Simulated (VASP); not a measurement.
Wanted: the native input for a VASP 6.6.1 run.

| Property | Result |
| --- | --- |
| Task | single point |
| Functional | PBE |
| Potentials or basis | VASP PAW PBE potentials, release 64 (In_d, Sb) |
| Cutoff | 520 eV |
| k mesh | 12 × 12 × 12 |
| Occupations | gaussian, width 0.15 eV |
| Spin | no spin polarisation |
| Dipole correction | no |
| Further INCAR settings | ALGO = Normal; EDIFF = 1e-06; NBANDS = 16 |

The structure of InSb lies in POSCAR:

```
InSb
1.0
    0.0000000000      3.3686640000      3.4982280000
    3.3686640000      0.0000000000      3.4982280000
    3.3686640000      3.3686640000      0.0000000000
In Sb
1 1
Direct
    0.0000000000      0.0000000000      0.0000000000
    0.7500000000      0.7500000000      0.7500000000
```

This cell differs from its parent crystal: strain +0.040 along x and y, +0.080 along z.

These files were run (other wordings do the same):

INCAR

```
PREC = Accurate
ENCUT = 520
EDIFF = 1E-6
ISMEAR = 0
SIGMA = 0.15
LREAL = False
LASPH = True
NELM = 80
ALGO = Normal
ISIF = 2
LWAVE = False
LCHARG = False
GGA = PE
NBANDS = 16
```

KPOINTS

```
Automatic mesh
0
Gamma
  12 12 12
```

Potentials or basis: VASP PAW PBE potentials, release 64 (In_d, Sb).

Command:

```sh
$ cat potpaw_PBE.64/In_d/POTCAR potpaw_PBE.64/Sb/POTCAR > POTCAR
$ mpirun -np 1 vasp_std > vasp.out
```

It gave:

```json
{"Pressure": "-2.5 GPa", "Band gap on the k mesh": "zero (filled and empty bands touch)"}
```

Caveat: the cell differs from its parent crystal (strain +0.040 along x and y, +0.080 along z); spin-orbit coupling is left out, which moves the levels of the heavy elements.

Wall time 120 s on 1 thread of Intel(R) Xeon(R) Platinum 8375C CPU @ 2.90GHz (Ice Lake), on a shared host, peak memory 0.36 GiB.
